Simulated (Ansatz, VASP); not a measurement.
**Ru, level by level in two programs**

```
Ru
1.0
     2.68764    0.00000    0.00000
    -1.34382    2.32756    0.00000
     0.00000    0.00000    4.25316
Ru
2
Direct
  0.66667 0.33333 0.75000
  0.33333 0.66667 0.25000
```

Single points on this cell with VASP 6.6.1 and Ansatz 0.2.0. Each row is one pair of runs.

| level | spin | k mesh | smearing | VASP's potentials, cutoff | Ansatz's potentials, cutoff | gap on the k mesh at the Fermi level (eV), VASP | gap on the k mesh at the Fermi level (eV), Ansatz | pressure (GPa), VASP | pressure (GPa), Ansatz |
| --- | --- | --- | --- | --- | --- | --- | --- | --- | --- |
| r2SCAN+D3(BJ) | off | 11 × 11 × 6 | fermi-dirac, width 0.05 eV | VASP PAW PBE potentials, release 64 (Ru_sv), 660 eV | Ansatz PAW, 500 eV | none | none | 1.5 | 1.3 |
| PBE+D3(BJ) | non-collinear, zero start, SOC | 8 × 8 × 5 | fermi-dirac, width 0.02 eV | VASP PAW PBE potentials, release 64 (Ru_pv), 520 eV | Ansatz PAW, 420 eV | - | - | 3.3 | 3.3 |
| r2SCAN0 | off | 6 × 6 × 3 | fermi-dirac, width 0.05 eV | VASP PAW PBE potentials, release 64 (Ru_pv), 520 eV | Ansatz PAW, 500 eV | none | none | -4.8 | -5.9 |
| BHLYP | off | 6 × 6 × 3 | fermi-dirac, width 0.05 eV | VASP PAW PBE potentials, release 64 (Ru_pv), 520 eV | Ansatz PAW, 420 eV | none | none | 0.2 | -0.8 |
| PBE0 | off | 6 × 6 × 4 | fermi-dirac, width 0.05 eV | VASP PAW PBE potentials, release 64 (Ru_pv), 520 eV | Ansatz PAW, 420 eV | ? | none | ? | -2.0 |
| LDA | off | 11 × 11 × 6 | fermi-dirac, width 0.05 eV | VASP PAW LDA potentials, release 64 (Ru_pv), 520 eV | JTH PAW LDA, 1800 eV | none | none | -4.8 | -5.9 |

Task: Fill in what VASP gave in row 5.

Result: gap on the k mesh at the Fermi level (eV): none; pressure (GPa): -1.5.

VASP's potentials hold 28 valence electrons a cell and Ansatz's 32 in some rows, so a difference there can come from the potentials and not from the codes.

A gap of «none» marks a metal or a gap that the smearing closes.

The k mesh is coarse in some rows, so the values compare programs but aren't converged.
